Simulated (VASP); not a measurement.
# Al16P16H (a cell with a defect) in VASP: single point with PBE

Aim: the single point of Al16P16H (a cell with a defect) with PBE.

Everything below comes from runs of VASP 6.6.1. Logs are shortened: lines on timing, memory, paths and dates and some standing lists are left out, and cuts for length are marked.

### 1 The cell of the first run

The cell holds a defect, 33 atoms: a = 9.539 Å, b = 9.539 Å, c = 9.539 Å, α = 109.47°, β = 109.47°, γ = 109.47°.

### 2 Single point, PBE (with an interstitial atom, then relaxed in part)

The input, INCAR:

```
  ALGO = Normal
  EDIFF = 1E-7
  ENCUT = 520
  GGA = PE
  ISIF = 2
  ISMEAR = 0
  LASPH = T
  LCHARG = T
  LELF = T
  LREAL = Auto
  LVHAR = T
  LWAVE = F
  NBANDS = 86
  NELECT = 130.0
  NELM = 80
  PREC = Accurate
  SIGMA = 0.01
```

The input, KPOINTS:

```
Automatic mesh
0
Gamma
  2 2 2
  0.5 0.5 0.5
```

The input, POSCAR:

```
Al16P16H
1.0
   -5.5073398843      5.5073398843     -5.5073398843
    5.5073398843     -5.5073398843     -5.5073398843
   -5.5073398843     -5.5073398843      5.5073398843
Al P H
16 16 1
Direct
    0.4951639828      0.2470231383      0.2470231383
    0.2470231383      0.2470231383      0.4951639828
   -0.0018591554      0.2529768617      0.7500000000
    0.7500000000     -0.0018591554      0.2529768617
    0.7500000000      0.2529768617     -0.0018591554
    0.5018591554      0.0048360172      0.5018591554
    0.2529768617     -0.0018591554      0.7500000000
   -0.0018591554      0.7500000000      0.2529768617
    0.9775279093      0.9775279093      0.9775279093
    0.7500000000      0.7500000000      0.5224720907
    0.5224720907      0.7500000000      0.7500000000
    0.2470231383      0.4951639828      0.2470231383
    0.2529768617      0.7500000000     -0.0018591554
    0.0048360172      0.5018591554      0.5018591554
    0.7500000000      0.5224720907      0.7500000000
    0.5018591554      0.5018591554      0.0048360172
    0.5000000000      0.0000000000      0.2500000000
    0.2500000000      0.0000000000      0.5000000000
    0.0070469977      0.0070469977      0.7500000000
    0.7500000000      0.7500000000      0.2597581732
    0.7500000000      0.0070469977      0.0070469977
    0.4929530023      0.7500000000      0.4929530023
    0.2597581732      0.7500000000      0.7500000000
    0.0000000000      0.5000000000      0.2500000000
    0.0070469977      0.7500000000      0.0070469977
    0.7500000000      0.4929530023      0.4929530023
    0.4929530023      0.4929530023      0.7500000000
    0.2402418268      0.2402418268      0.2402418268
    0.2500000000      0.5000000000      0.0000000000
    0.0000000000      0.2500000000      0.5000000000
    0.7500000000      0.2597581732      0.7500000000
    0.5000000000      0.2500000000      0.0000000000
    0.7500000000      0.7500000000      0.7500000000
```

Potentials or basis: VASP PAW PBE potentials, release 64 (Al, P, H).

Command:

```console
> cat potpaw_PBE.64/Al/POTCAR potpaw_PBE.64/P/POTCAR potpaw_PBE.64/H/POTCAR > POTCAR
> mpirun -np 1 vasp_std > vasp.out
```

OUTCAR:

```text
EDIFF = 1E-7
   ENCUT = 520
   GGA = PE
   ISIF = 2
   ISMEAR = 0
   LASPH = T
   LREAL = Auto
   NELECT = 130.0
   NELM = 80
   PREC = Accurate

 ion  position               nearest neighbor table
   1  0.495  0.247  0.247-  26 2.38  17 2.38  32 2.38  28 2.39
   2  0.247  0.247  0.495-  27 2.38  18 2.38  30 2.38  28 2.39
   3  0.998  0.253  0.750-  19 2.38  29 2.38  30 2.38  31 2.39
   4  0.750  0.998  0.253-  21 2.38  17 2.38  30 2.38  20 2.39
   5  0.750  0.253  0.998-  21 2.38  24 2.38  32 2.38  31 2.39
   6  0.502  0.005  0.502-  22 2.38  18 2.38  17 2.38  31 2.39
[... 24 lines left out ...]
  31  0.750  0.260  0.750-   6 2.39   5 2.39   3 2.39  15 2.51
  32  0.500  0.250  0.000-  16 2.38   7 2.38   5 2.38   1 2.38
  33  0.750  0.750  0.750-

  LATTYP: Found a body centered cubic cell.
 ALAT       =    11.0146797686

  Lattice vectors:

 A1 = (  -5.5073398843,   5.5073398843,  -5.5073398843)
 A2 = (   5.5073398843,  -5.5073398843,  -5.5073398843)
 A3 = (  -5.5073398843,  -5.5073398843,   5.5073398843)

Analysis of symmetry for initial positions (statically):
=====================================================================
 Subroutine PRICEL returns:
 Original cell was already a primitive cell.

 Routine SETGRP: Setting up the symmetry group for a
 body centered cubic supercell.

 Subroutine GETGRP returns: Found 24 space group operations
 (whereof  6 operations were pure point group operations)
 out of a pool of 48 trial point group operations.

The static configuration has the point symmetry C_3v.
 The point group associated with its full space group is T_d .

Analysis of symmetry for dynamics (positions and initial velocities):
=====================================================================
 Subroutine PRICEL returns:
 Original cell was already a primitive cell.

 Routine SETGRP: Setting up the symmetry group for a
 body centered cubic supercell.

 Subroutine GETGRP returns: Found 24 space group operations
 (whereof  6 operations were pure point group operations)
 out of a pool of 48 trial point group operations.

The dynamic configuration has the point symmetry C_3v.
 The point group associated with its full space group is T_d .

 Subroutine INISYM returns: Found 24 space group operations
 (whereof  6 operations are pure point group operations),
 and found     1 'primitive' translations

----------------------------------------------------------------------------------------

                                     Primitive cell

  volume of cell :     668.1679

  direct lattice vectors                    reciprocal lattice vectors
    -5.507339884  5.507339884 -5.507339884    -0.090787932  0.000000000 -0.090787932
     5.507339884 -5.507339884 -5.507339884     0.000000000 -0.090787932 -0.090787932
    -5.507339884 -5.507339884  5.507339884    -0.090787932 -0.090787932  0.000000000

  length of vectors
     9.538992494  9.538992494  9.538992494     0.128393525  0.128393525  0.128393525

  position of ions in fractional coordinates (direct lattice)
     0.495163983  0.247023138  0.247023138
     0.247023138  0.247023138  0.495163983
     0.998140845  0.252976862  0.750000000
     0.750000000  0.998140845  0.252976862
     0.750000000  0.252976862  0.998140845
     0.501859155  0.004836017  0.501859155
[... 25 lines left out ...]
     0.500000000  0.250000000  0.000000000
     0.750000000  0.750000000  0.750000000

  ion indices of the primitive-cell ions
   primitive index   ion index
                 1           1
                 2           2
                 3           3
                 4           4
                 5           5
                 6           6
[... 25 lines left out ...]
                32          32
                33          33

----------------------------------------------------------------------------------------

 KPOINTS: Automatic mesh

Automatic generation of k-mesh.
 Grid dimensions read from file:
 generate k-points for:    2    2    2

 Generating k-lattice:

  Cartesian coordinates                     Fractional coordinates (reciprocal lattice)
    -0.045393966  0.000000000 -0.045393966     0.500000000  0.000000000  0.000000000
     0.000000000 -0.045393966 -0.045393966     0.000000000  0.500000000  0.000000000
    -0.045393966 -0.045393966  0.000000000     0.000000000  0.000000000  0.500000000

  Length of vectors
     0.064196763  0.064196763  0.064196763

  Shift w.r.t. Gamma in fractional coordinates (k-lattice)
     0.500000000  0.500000000  0.500000000

 Subroutine IBZKPT returns following result:
 ===========================================

 Found      2 irreducible k-points:

 Following reciprocal coordinates:
            Coordinates               Weight
  0.250000  0.250000  0.250000      2.000000
 -0.250000  0.250000  0.250000      6.000000
   k-points           NKPTS =      2   k-points in BZ     NKDIM =      2   number of bands    NBANDS=     86
   number of dos      NEDOS =    301   number of ions     NIONS =     33
   total plane-waves  NPLWV = 373248
   dimension x,y,z NGX =    72 NGY =   72 NGZ =   72
   dimension x,y,z NGXF=   144 NGYF=  144 NGZF=  144
   ions per type =              16  16   1
   NGX,Y,Z   is equivalent  to a cutoff of  12.55, 12.55, 12.55 a.u.
   NGXF,Y,Z  is equivalent  to a cutoff of  25.10, 25.10, 25.10 a.u.
 SYSTEM =  unknown system
   PREC   = accura    normal or accurate (medium, high low for compatibility)
   ISTART =      0    job   : 0-new  1-cont  2-samecut
   ICHARG =      2    charge: 1-file 2-atom 10-const
   ISPIN  =      1    spin polarized calculation?
   LNONCOLLINEAR =      F non collinear calculations
   LSORBIT =      F    spin-orbit coupling
   LASPH  =      T    aspherical Exc in radial PAW
   ENCUT  =  520.0 eV  38.22 Ry    6.18 a.u.  17.74 17.74 17.74*2*pi/ulx,y,z
   NELM   =     80;   NELMIN=  2; NELMDL= -5     # of ELM steps
   EDIFF  = 0.1E-06   stopping-criterion for ELM
   LREAL  =      T    real-space projection
   EDIFFG = 0.1E-05   stopping-criterion for IOM
   NSW    =      0    number of steps for IOM
   IBRION =     -1    ionic relax: 0-MD 1-quasi-New 2-CG
   NFREE  =      0    steps in history (QN), initial steepest desc. (CG)
   ISIF   =      2    stress and relaxation
   ISYM   =      2    0-nonsym 1-usesym 2-fastsym
   POTIM  = 0.5000    time-step for ionic-motion
   TEBEG  =    0.0;   TEEND  =   0.0 temperature during run
   PSTRESS=    0.0 pullay stress
   NELECT =     130.0000    total number of electrons
   NUPDOWN=      -1.0000    fix difference up-down
   EMIN   =  10.00;   EMAX   =-10.00  energy-range for DOS
   EFERMI =   0.00;   METHOD = LEGACY
   ISMEAR =     0;   SIGMA  =   0.01  broadening in eV -4-tet -1-fermi 0-gaus
   EFERMI_NEDOS =   21; number of points for ismear=-14 and -15
   IALGO  =     38    algorithm
   IMIX   =      4    mixing-type and parameters
     AMIX     =   0.40;   BMIX     =  1.00
     AMIX_MAG =   1.60;   BMIX_MAG =  1.00
  volume/ion in A,a.u.               =      20.25       136.64
  Fermi-wavevector in a.u.,A,eV,Ry     =   0.948624  1.792639 12.243711  0.899887
  Thomas-Fermi vector in A             =   2.076830
   LORBIT       =      0    0 simple, 1 ext, 2 COOP (PROOUT), +10 PAW based schemes
   GGA     = PE    functional components
   LHFCALC =     F    Hartree Fock is set to
   AEXX    =    0.0000 exact exchange contribution
   IVDW    =     0    specifies the selected vdW correction
   LEPSILON=     F    determine dielectric tensor
   LRPA    =     F    only Hartree local field effects (RPA)
 non-spin polarized calculation
 Gauss-broadening in eV      SIGMA  =   0.01
  energy-cutoff  :      520.00
  volume of cell :      668.17
 maximum number of plane-waves:     18000
 NGX is ok and might be reduce to    70
   NGX = 35   NGY = 35   NGZ = 35

 number of electron     130.0000018 magnetization

 Free energy of the ion-electron system (eV)
  ---------------------------------------------------
  ext. energy  EPLUGINS =         0.00000000
  ---------------------------------------------------
  free energy    TOTEN  =      -162.92475028 eV

  energy without entropy =     -162.92475028  energy(sigma->0) =     -162.92475028

 E-fermi :   4.4368     XC(G=0):  -9.1716

 val. band max:        4.3840933496   @ k =  -0.2500   0.2500   0.2500
 cond. band min:       6.5047336871   @ k =  -0.2500   0.2500   0.2500
 fundamental gap:      2.1206403374
 Fermi energy:         4.4368373287

 k-point     1 :       0.2500    0.2500    0.2500
  band No.  band energies     occupation
      1      -6.4128      2.00000
      2      -6.3934      2.00000
      3      -6.3934      2.00000
      4      -6.3934      2.00000
      5      -5.1999      2.00000
      6      -5.1999      2.00000
[... 69 lines left out ...]
     76       7.2559      0.00000
     77       7.5326      0.00000

 k-point     2 :      -0.2500    0.2500    0.2500
  band No.  band energies     occupation
      1      -6.8149      2.00000
      2      -6.0573      2.00000
      3      -6.0466      2.00000
      4      -5.9381      2.00000
      5      -5.9381      2.00000
      6      -5.5161      2.00000
[... 69 lines left out ...]
     76       8.1162      0.00000
     77       8.1239      0.00000
 [bands above 77 left out]

------------------------ aborting loop because EDIFF is reached ----------------------------------------

  FORCE on cell =-STRESS in cart. coord.  units (eV):
  Direction    XX          YY          ZZ          XY          YZ          ZX
  --------------------------------------------------------------------------------------
  -------------------------------------------------------------------------------------
  Total        8.3036204      8.3036204      8.3036204      0.0000000      0.0000000      0.0000000
  in kB       19.9109710     19.9109710     19.9109710      0.0000000      0.0000000      0.0000000
  external PRESSURE =      19.9109710 kB  Pullay stress =       0.0000000 kB

 VOLUME and BASIS-vectors are now :
 -----------------------------------------------------------------------------
  energy-cutoff  :      520.00
  volume of cell :      668.17
      direct lattice vectors                 reciprocal lattice vectors
    -5.507339884  5.507339884 -5.507339884    -0.090787932  0.000000000 -0.090787932
     5.507339884 -5.507339884 -5.507339884     0.000000000 -0.090787932 -0.090787932
    -5.507339884 -5.507339884  5.507339884    -0.090787932 -0.090787932  0.000000000

 POSITION                                       TOTAL-FORCE (eV/Angst)
 -----------------------------------------------------------------------------------
     -2.72704      0.00616     -2.72704        -0.001389      0.002524     -0.001389
     -2.72704     -2.72704      0.00616        -0.001389     -0.001389      0.002524
     -8.23438     -0.02663     -2.75983        -0.001389      0.001389     -0.002524
     -0.02663     -2.75983     -8.23438         0.001389     -0.002524     -0.001389
     -8.23438     -2.75983     -0.02663        -0.001389     -0.002524      0.001389
     -5.50118     -0.02663     -0.02663         0.002524      0.001389      0.001389
[... 25 lines left out ...]
     -1.37683      1.37683     -4.13050         0.000000     -0.000000      0.000000
     -4.13050     -4.13050     -4.13050         0.000000     -0.000000      0.000000
 -----------------------------------------------------------------------------------
    total drift:                                0.000003      0.000003      0.000004

  FREE ENERGIE OF THE ION-ELECTRON SYSTEM (eV)
  ---------------------------------------------------
  free  energy   TOTEN  =      -162.9247502828 eV

  energy  without entropy=     -162.9247502828  energy(sigma->0) =     -162.92475028
```

Wall time 3.2 min (1 thread of Intel Xeon Platinum 8375C at 2.90GHz (Ice Lake), shared host); peak memory 0.74 GiB.

Results:

- Free energy: -162.9248 eV
- Largest force: 0.005 eV/Å

Forces in eV/Å, atoms in the order of the input:
```
Al  -0.001  0.003 -0.001
Al  -0.001 -0.001  0.003
Al  -0.001  0.001 -0.003
Al   0.001 -0.003 -0.001
Al  -0.001 -0.003  0.001
Al   0.003  0.001  0.001
Al   0.001 -0.001 -0.003
Al  -0.003  0.001 -0.001
Al   0.003  0.003  0.003
Al  -0.003 -0.003  0.003
Al  -0.003  0.003 -0.003
Al   0.003 -0.001 -0.001
Al  -0.003 -0.001  0.001
Al   0.001  0.003  0.001
Al   0.003 -0.003 -0.003
Al   0.001  0.001  0.003
P    0.000  0.000  0.000
P    0.000  0.000  0.000
P    0.000  0.000  0.003
P    0.001  0.001 -0.001
P    0.000  0.003  0.000
P   -0.003  0.000  0.000
P    0.001 -0.001  0.001
P    0.000  0.000  0.000
P    0.003  0.000  0.000
P    0.000 -0.003  0.000
P    0.000  0.000 -0.003
P   -0.001 -0.001 -0.001
P    0.000  0.000  0.000
P    0.000  0.000  0.000
P   -0.001  0.001  0.001
P    0.000  0.000  0.000
H    0.000  0.000  0.000
```

Caveat: the cell carries a net charge on a neutralising background, which shifts energy and pressure; the cell differs from its parent crystal (with an interstitial atom, then relaxed in part); the cell is charged against a uniform background, so pressure and absolute levels hang on convention.
